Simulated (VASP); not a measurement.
# CdBiO4 (P6/mmm) in VASP: a series of runs, part 2 of 2

VASP 6.6.1. Earlier steps stand in the parts before.

**3. Relaxation of cell and atoms, PBE**

This run uses another cell than the first one, of 12.97 Å³/atom.

File INCAR:

```
ALGO = Fast
EDIFF = 1E-6
EDIFFG = -0.04
ENCUT = 600
GGA = PE
IBRION = 2
ISIF = 3
ISMEAR = 0
LASPH = T
LCHARG = F
LREAL = F
LWAVE = F
NELM = 80
NSW = 90
PREC = Accurate
SIGMA = 0.1
```

File KPOINTS:

```
k-points
0
Gamma
  6 6 2
```

File POSCAR:

```
CdBiO4
1.0
    3.4573497200      0.0000000000      0.0000000000
   -1.7286748600      2.9941526900      0.0000000000
    0.0000000000      0.0000000000      7.5183474500
Cd Bi O
1 1 4
Direct
    0.0000000000      0.0000000000      0.0000000000
    0.0000000000      0.0000000000      0.5000000000
    0.3333333300      0.6666666700      0.7377485600
    0.3333333300      0.6666666700      0.2622514400
    0.6666666700      0.3333333300      0.7377485600
    0.6666666700      0.3333333300      0.2622514400
```

Potentials or basis: VASP PAW PBE potentials, release 64 (Cd, Bi_d, O).

The run is started by

```bash
> cat potpaw_PBE.64/Cd/POTCAR potpaw_PBE.64/Bi_d/POTCAR potpaw_PBE.64/O/POTCAR > POTCAR
> mpirun -np 1 vasp_std > vasp.out
```

OUTCAR:

```text
EDIFF = 1E-6
   EDIFFG = -0.04
   ENCUT = 600
   GGA = PE
   IBRION = 2
   ISIF = 3
   ISMEAR = 0
   LASPH = T
   LREAL = F
   NELM = 80
   NSW = 90
   PREC = Accurate

 ion  position               nearest neighbor table
   1  0.000  0.000  0.000-   3 2.81   4 2.81   5 2.81   6 2.81   5 2.81   6 2.81   3 2.81   4 2.81
                             5 2.81   6 2.81   3 2.81   4 2.81   2 3.76   2 3.76
   2  0.000  0.000  0.500-   3 2.68   4 2.68   5 2.68   6 2.68   5 2.68   6 2.68   3 2.68   4 2.68
                             5 2.68   6 2.68   3 2.68   4 2.68   1 3.76   1 3.76
   3  0.333  0.667  0.738-   2 2.68   2 2.68   2 2.68   1 2.81   1 2.81   1 2.81
   4  0.333  0.667  0.262-   2 2.68   2 2.68   2 2.68   1 2.81   1 2.81   1 2.81
   5  0.667  0.333  0.738-   2 2.68   2 2.68   2 2.68   1 2.81   1 2.81   1 2.81
   6  0.667  0.333  0.262-   2 2.68   2 2.68   2 2.68   1 2.81   1 2.81   1 2.81

  LATTYP: Found a hexagonal cell.
 ALAT       =     3.4573497200
 C/A-ratio  =     2.1745984812

  Lattice vectors:

 A1 = (   3.4573497200,   0.0000000000,   0.0000000000)
 A2 = (  -1.7286748600,   2.9941526900,   0.0000000000)
 A3 = (   0.0000000000,   0.0000000000,   7.5183474500)

Analysis of symmetry for initial positions (statically):
=====================================================================
 Subroutine PRICEL returns:
 Original cell was already a primitive cell.

 Routine SETGRP: Setting up the symmetry group for a
 hexagonal supercell.

 Subroutine GETGRP returns: Found 24 space group operations
 (whereof 24 operations were pure point group operations)
 out of a pool of 24 trial point group operations.

The static configuration has the point symmetry D_6h.

Analysis of symmetry for dynamics (positions and initial velocities):
=====================================================================
 Subroutine PRICEL returns:
 Original cell was already a primitive cell.

 Routine SETGRP: Setting up the symmetry group for a
 hexagonal supercell.

 Subroutine GETGRP returns: Found 24 space group operations
 (whereof 24 operations were pure point group operations)
 out of a pool of 24 trial point group operations.

The dynamic configuration has the point symmetry D_6h.

 Subroutine INISYM returns: Found 24 space group operations
 (whereof 24 operations are pure point group operations),
 and found     1 'primitive' translations

----------------------------------------------------------------------------------------

                                     Primitive cell

  volume of cell :      77.8287

  direct lattice vectors                    reciprocal lattice vectors
     3.457349720  0.000000000  0.000000000     0.289238891  0.166992152  0.000000000
    -1.728674860  2.994152690  0.000000000     0.000000000  0.333984303  0.000000000
     0.000000000  0.000000000  7.518347450     0.000000000  0.000000000  0.133007952

  length of vectors
     3.457349720  3.457349722  7.518347450     0.333984303  0.333984303  0.133007952

  position of ions in fractional coordinates (direct lattice)
     0.000000000  0.000000000  0.000000000
     0.000000000  0.000000000  0.500000000
     0.333333330  0.666666670  0.737748560
     0.333333330  0.666666670  0.262251440
     0.666666670  0.333333330  0.737748560
     0.666666670  0.333333330  0.262251440

  ion indices of the primitive-cell ions
   primitive index   ion index
                 1           1
                 2           2
                 3           3
                 4           4
                 5           5
[... 57 lines left out ...]
   LNONCOLLINEAR =      F non collinear calculations
   LSORBIT =      F    spin-orbit coupling
   LASPH  =      T    aspherical Exc in radial PAW
   ENCUT  =  600.0 eV  44.10 Ry    6.64 a.u.   6.91  6.91 15.02*2*pi/ulx,y,z
   NELM   =     80;   NELMIN=  2; NELMDL= -5     # of ELM steps
   EDIFF  = 0.1E-05   stopping-criterion for ELM
   LREAL  =      F    real-space projection
   EDIFFG = -.4E-01   stopping-criterion for IOM
   NSW    =     90    number of steps for IOM
   IBRION =      2    ionic relax: 0-MD 1-quasi-New 2-CG
   NFREE  =      1    steps in history (QN), initial steepest desc. (CG)
   ISIF   =      3    stress and relaxation
   ISYM   =      2    0-nonsym 1-usesym 2-fastsym
   POTIM  = 0.5000    time-step for ionic-motion
   TEBEG  =    0.0;   TEEND  =   0.0 temperature during run
   PSTRESS=    0.0 pullay stress
   NELECT =      51.0000    total number of electrons
   NUPDOWN=      -1.0000    fix difference up-down
   EMIN   =  10.00;   EMAX   =-10.00  energy-range for DOS
   EFERMI =   0.00;   METHOD = LEGACY
   ISMEAR =     0;   SIGMA  =   0.10  broadening in eV -4-tet -1-fermi 0-gaus
   EFERMI_NEDOS =   21; number of points for ismear=-14 and -15
   IALGO  =     68    algorithm
   IMIX   =      4    mixing-type and parameters
     AMIX     =   0.40;   BMIX     =  1.00
     AMIX_MAG =   1.60;   BMIX_MAG =  1.00
  volume/ion in A,a.u.               =      12.97        87.54
  Fermi-wavevector in a.u.,A,eV,Ry     =   1.421952  2.687100 27.510275  2.021948
  Thomas-Fermi vector in A             =   2.542707
   LORBIT       =      0    0 simple, 1 ext, 2 COOP (PROOUT), +10 PAW based schemes
   GGA     = PE    functional components
   LHFCALC =     F    Hartree Fock is set to
   AEXX    =    0.0000 exact exchange contribution
   IVDW    =     0    specifies the selected vdW correction
   LEPSILON=     F    determine dielectric tensor
   LRPA    =     F    only Hartree local field effects (RPA)
 conjugate gradient relaxation of ions
 non-spin polarized calculation
 RMM-DIIS sequential band-by-band and
 Gauss-broadening in eV      SIGMA  =   0.10
  energy-cutoff  :      600.00
  volume of cell :       77.83
 maximum number of plane-waves:      2628
 NGX is ok and might be reduce to    28
   NGX = 13   NGY = 13   NGZ = 31

--------------------------------------- Ionic step        1  -------------------------------------------

 number of electron      51.0000008 magnetization

 Free energy of the ion-electron system (eV)
  ---------------------------------------------------
  ext. energy  EPLUGINS =         0.00000000
  ---------------------------------------------------
  free energy    TOTEN  =       -21.67996127 eV

  energy without entropy =      -21.66442948  energy(sigma->0) =      -21.67219537

------------------------ aborting loop because EDIFF is reached ----------------------------------------

  FORCE on cell =-STRESS in cart. coord.  units (eV):
  Direction    XX          YY          ZZ          XY          YZ          ZX
  --------------------------------------------------------------------------------------
  -------------------------------------------------------------------------------------
  Total       10.1567762     10.1567762    -10.8917035      0.0000000      0.0000000      0.0000000
  in kB      209.0868973    209.0868977   -224.2160738      0.0000000      0.0000000      0.0000000
  external PRESSURE =      64.6525738 kB  Pullay stress =       0.0000000 kB
[... 67 lines left out ...]
--------------------------------------- Ionic step        3  -------------------------------------------

 number of electron      51.0000003 magnetization

 E-fermi :   4.0776     XC(G=0): -10.9329

 val. band max:        4.0601603031   @ k =   0.1667   0.1667   0.0000
 cond. band min:       4.1022101097   @ k =   0.1667   0.1667   0.5000
 fundamental gap:      0.0420498066
 Fermi energy:         4.0775988973

 k-point     1 :       0.0000    0.0000    0.0000
  band No.  band energies     occupation
      1     -19.0221      2.00000
      2     -19.0011      2.00000
      3     -19.0011      2.00000
      4     -18.9482      2.00000
      5     -18.9482      2.00000
      6     -14.7935      2.00000
[... 484 lines left out ...]
  FREE ENERGIE OF THE ION-ELECTRON SYSTEM (eV)
  ---------------------------------------------------
  free  energy   TOTEN  =       -23.6314169393 eV

  energy  without entropy=      -23.6178397693  energy(sigma->0) =      -23.62462835

[... ionic steps 4 to 7 ...]

--------------------------------------- Ionic step        8  -------------------------------------------

 number of electron      50.9999992 magnetization

------------------------ aborting loop because EDIFF is reached ----------------------------------------
[... 75 lines left out ...]
--------------------------------------- Ionic step       10  -------------------------------------------

 number of electron      50.9999993 magnetization

 Free energy of the ion-electron system (eV)
  ---------------------------------------------------
  ext. energy  EPLUGINS =         0.00000000
  ---------------------------------------------------
  free energy    TOTEN  =       -24.01272880 eV

  energy without entropy =      -23.99872277  energy(sigma->0) =      -24.00572579

 E-fermi :   5.0766     XC(G=0): -11.5489

 val. band max:        5.0280327857   @ k =   0.1667   0.1667   0.0000
 cond. band min:       5.1013306800   @ k =   0.0000   0.0000   0.5000
 fundamental gap:      0.0732978943
 Fermi energy:         5.0766203776

 k-point     1 :       0.0000    0.0000    0.0000
  band No.  band energies     occupation
      1     -17.9701      2.00000
      2     -17.9125      2.00000
      3     -17.9125      2.00000
      4     -17.8706      2.00000
      5     -17.8706      2.00000
      6     -14.3074      2.00000
[... 484 lines left out ...]
  FREE ENERGIE OF THE ION-ELECTRON SYSTEM (eV)
  ---------------------------------------------------
  free  energy   TOTEN  =       -24.0127288035 eV

  energy  without entropy=      -23.9987227682  energy(sigma->0) =      -24.00572579

 reached required accuracy - stopping structural energy minimisation
```

CONTCAR:

```text
CdBiO4
   1.00000000000000
     3.7496825588748748    0.0000000000000000   -0.0000000000000000
    -1.8748412794374374    3.2473203554625778    0.0000000000000000
    -0.0000000000000000    0.0000000000000000    6.1977865410294966
  Cd              Bi              O
     1     1     4
Direct
     0.0000000000000000    0.0000000000000000    0.0000000000000000
     0.0000000000000000    0.0000000000000000    0.5000000000000000
     0.3333333300000021    0.6666666699999979    0.7479058963080272
     0.3333333300000021    0.6666666699999979    0.2520941036919729
     0.6666666699999979    0.3333333300000021    0.7479058963080272
     0.6666666699999979    0.3333333300000021    0.2520941036919730

  0.00000000E+00  0.00000000E+00  0.00000000E+00
  0.00000000E+00  0.00000000E+00  0.00000000E+00
  0.00000000E+00  0.00000000E+00  0.00000000E+00
  0.00000000E+00  0.00000000E+00  0.00000000E+00
  0.00000000E+00  0.00000000E+00  0.00000000E+00
  0.00000000E+00  0.00000000E+00  0.00000000E+00
```

It took 7.7 min on 1 thread of Oxide Virtual Turin-like, shared host; peak memory 0.2 GiB.

Results:

- Free energy: -24.0127 eV
- Relaxed volume: 12.58 Å³/atom
- Relaxed cell: a = 3.750 Å, b = 3.750 Å, c = 6.198 Å, α = 90.00°, β = 90.00°, γ = 120.00°
- Space group after relaxing (to 0.1 Å): P6/mmm (No. 191)
- Energy gained by relaxing: 388.8 meV/atom
- Ionic steps: 10
- Pressure after relaxing: -0.1 GPa
- Largest force after relaxing: 0.007 eV/Å
- Band gap on the k mesh: zero (an odd number of electrons rules out a gap without spin polarisation)

Forces on the atoms (eV/Å):
```
Cd   0.000  0.000  0.000
Bi   0.000  0.000  0.000
O    0.000  0.000  0.007
O    0.000  0.000 -0.007
O    0.000  0.000  0.007
O    0.000  0.000 -0.007
```

The path:
```
step  energy change (eV)  largest force (eV/Å)  pressure (GPa)  volume (Å³)
   1              0.0000                0.2506            6.47        77.83
   2             -1.8047                0.0538           -6.64        83.09
   3             -1.9515                0.1403           -8.99        84.32
   4             -2.2415                0.5056            0.30        75.76
   5             -2.2515                0.4655           -1.27        76.94
   6             -2.2979                0.3454            0.71        75.59
   7             -2.3050                0.2734            1.86        74.86
   8             -2.3294                0.0356           -0.40        75.82
   9             -2.3296                0.0173           -0.55        75.89
  10             -2.3328                0.0066           -0.13        75.47
```

Final structure:
```yaml
crystal:
  lattice:
    - [3.74968, 0.00000, 0.00000]
    - [-1.87484, 3.24732, 0.00000]
    - [0.00000, 0.00000, 6.19779]
  atoms:
    - { symbol: Cd, position: [0.00000, 0.00000, 0.00000] }
    - { symbol: Bi, position: [0.00000, 0.00000, 0.50000] }
    - { symbol: O, position: [0.33333, 0.66667, 0.74791] }
    - { symbol: O, position: [0.33333, 0.66667, 0.25209] }
    - { symbol: O, position: [0.66667, 0.33333, 0.74791] }
    - { symbol: O, position: [0.66667, 0.33333, 0.25209] }
```

Caveat: the k points lie up to 0.51 Å⁻¹ apart in the final cell, too coarse for converged energies and pressures of a metal; a cell axis changed by over 15 % at a fixed basis, so the end point is rough; spin-orbit coupling is left out, which moves the levels of the heavy elements; an odd number of electrons without spin polarisation forces a metal; a magnetic or distorted state may lie lower.

The gap in the log of VASP goes by the Fermi energy; the results here count the filled bands.